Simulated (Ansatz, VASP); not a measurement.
## Two plane-wave programs on Al

Contents of INCAR:

```
PREC     = Accurate       # precision mode
ENCUT    = 520            # plane-wave cutoff, eV
EDIFF    = 1E-7           # SCF threshold, eV
ISMEAR   = 0              # smearing method
SIGMA    = 0.15           # smearing width, eV
LREAL    = F              # projectors in reciprocal space
LASPH    = T              # aspherical terms in the spheres
NELM     = 60             # most SCF steps
ALGO     = Normal         # electronic algorithm
ISIF     = 2              # what is computed and relaxed
LWAVE    = F              # write WAVECAR
LCHARG   = F              # write CHGCAR
GGA      = PS             # functional
NBANDS   = 10             # bands
```

File KPOINTS:

```
Automatic mesh
0
Gamma
  18 18 10
```

The input POSCAR:

```
Al
1.0
    2.8896000000      0.0000000000      0.0000000000
   -1.4448000000      2.5024670068      0.0000000000
    0.0000000000      0.0000000000      4.5641000000
Al
2
Direct
    0.6666666667      0.3333333333      0.7500000000
    0.3333333333      0.6666666667      0.2500000000
```

Input for Ansatz:

```yaml
crystal:
  lattice:
    - [2.8896, 0.0, 0.0]
    - [-1.4448, 2.5024670068, 0.0]
    - [0.0, 0.0, 4.5641]
  atoms:
    - { symbol: Al, position: [0.6666666667, 0.3333333333, 0.75] }
    - { symbol: Al, position: [0.3333333333, 0.6666666667, 0.25] }
basis:
  ecutwfc: 420
kpoints:
  mp_grid: { grid: [18, 18, 10] }
hamiltonian:
  xc: pbesol
  pseudopotentials: { kind: paw, azcp: { folder: soft_1 } }
scf:
  occupations: { method: gaussian, width: 0.15 }
output:
  forces: true
  stress: true
  eigenvalues: true
  write_density: true
  write_potential: true
  elf: true
  volumetric_format: npy
```

Alike in both runs: task single point; functional PBEsol; k mesh 18 × 18 × 10; occupations gaussian, width 0.15 eV; no spin polarisation.

```csv
,VASP,Ansatz
version,VASP 6.6.1,Ansatz 0.2.0
potentials or method,"VASP PAW PBE potentials, release 64 (Al), cutoff 520 eV","scalar-relativistic, plane waves, PAW"
valence electrons in the cell,6,6
```

VASP gave:

```
gap on the k mesh at the Fermi level (eV)                     : none
pressure (GPa)                                                : -0.7
traceless stress, the component that is largest in VASP (GPa) : 1.72
```

Q: What did Ansatz give for the same quantities?

A: gap on the k mesh at the Fermi level (eV): none; pressure (GPa): -0.8; traceless stress, the component that is largest in VASP (GPa): 1.71.

VASP's potentials were made for PBE, not for PBEsol, and Ansatz warns of the same on its side. A gap of «none» marks a metal or a gap that the smearing closes.
